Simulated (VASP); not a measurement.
Set up this calculation in VASP 6.6.1, as the native input.

* Task: single point
* Functional: PBE
* Potentials or basis: VASP PAW PBE potentials, release 64 (B, N, Cl)
* Cutoff: 520 eV
* k mesh: 6 × 6 × 4
* Occupations: gaussian, width 0.1 eV
* Spin: collinear spin, ferromagnetic start
* Starting moments: [0.0, 0.0, 0.0, 1.0, 1.0, 0.0] μB
* Dipole correction: no
* Further INCAR settings: ALGO = Normal; EDIFF = 1e-06; NBANDS = 26

The structure of B3N2Cl lies in POSCAR:

```
B3N2Cl
1.0
    4.0224454100      0.0000000000      0.0000000000
   -2.0112227000      3.4835399100      0.0000000000
    0.0000000000      0.0000000000      5.9615127500
B N Cl
3 2 1
Direct
    0.0000000000      0.0000000000      0.7849229400
    0.0000000000      0.0000000000      0.2150770600
    0.0000000000      0.0000000000      0.0000000000
    0.3333333300      0.6666666700      0.5000000000
    0.6666666700      0.3333333300      0.5000000000
    0.0000000000      0.0000000000      0.5000000000
```

The cell was generated, and may not be a known phase.

The input as run:

INCAR

```
SYSTEM = B3N2Cl
PREC = Accurate ; ENCUT = 520
EDIFF = 1E-6 ; ISMEAR = 0
SIGMA = 0.1 ; LREAL = .FALSE.
LASPH = .TRUE. ; NELM = 150
ALGO = Normal ; ISIF = 2
LWAVE = .FALSE. ; LCHARG = .TRUE.
ISPIN = 2 ; MAGMOM = 0 0 0 1 1 0
LORBIT = 11 ; GGA = PE
LELF = .TRUE. ; LVHAR = .TRUE.
NBANDS = 26
```

KPOINTS

```
regular mesh
0
G
  6 6 4
  0 0 0
```

Potentials or basis: VASP PAW PBE potentials, release 64 (B, N, Cl).

Command:

```bash
$ cat potpaw_PBE.64/B/POTCAR potpaw_PBE.64/N/POTCAR potpaw_PBE.64/Cl/POTCAR > POTCAR
$ mpirun -np 1 vasp_std > vasp.out
```

Results of the run:

```yaml
Pressure: 23.5 GPa
Largest_force: 11.745 eV/Å
Net_moment: 2.23 μB per cell
Site_moments: B +0.05, +0.18 (each value once); N +0.63; Cl +0.04 μB
Valence_electrons_inside_the_program's_atomic_spheres: B 2.12, 2.58 (each value once); N 3.34; Cl 5.05
```

Caveat: the stress differs along the axes, from 3 to 65 GPa; forces of over 1 eV/Å act on the atoms, so gaps and moduli don't describe the material at rest.

It took 66 s on 1 thread of AMD EPYC 9R45 96-Core Processor (Zen 5) (shared host), peak memory 0.23 GiB.
